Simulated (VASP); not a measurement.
Runs of VASP 6.6.1 on Cu. The structure is that of space group Fm-3m (No. 225), or close to it. The cells are those of the table. 

```tsv
cell	gap on the mesh (eV)	pressure (GPa)
a = 2.556, b = 2.595, c = 2.595 Å, angles 59.0, 60.5, 60.5°, 1 atom	none	-1.7
a = 2.556, b = 2.506, c = 2.506 Å, angles 61.3, 59.3, 59.3°, 1 atom	none	9.2
a = 2.556, b = 2.518, c = 2.518 Å, angles 61.0, 59.5, 59.5°, 1 atom	none	7.3
a = 2.556, b = 2.582, c = 2.582 Å, angles 59.3, 60.3, 60.3°, 1 atom	none	(b)
a = 2.556, b = 2.601, c = 2.601 Å, angles 58.9, 60.6, 60.6°, 1 atom	none	(a)
```

Alike in all rows: task single point; level PBE; potentials or basis VASP PAW PBE potentials, release 64 (Cu); no spin polarisation; k mesh 22 × 22 × 22; cutoff (eV) 520; smearing gaussian 0.15 eV.

Q: Fill in the values left out.

A: (a) -2.4; (b) -0.5.

Caveats: the cell stands under pressure (at least some runs).

A gap of «none» marks levels without a gap at the run's occupations.
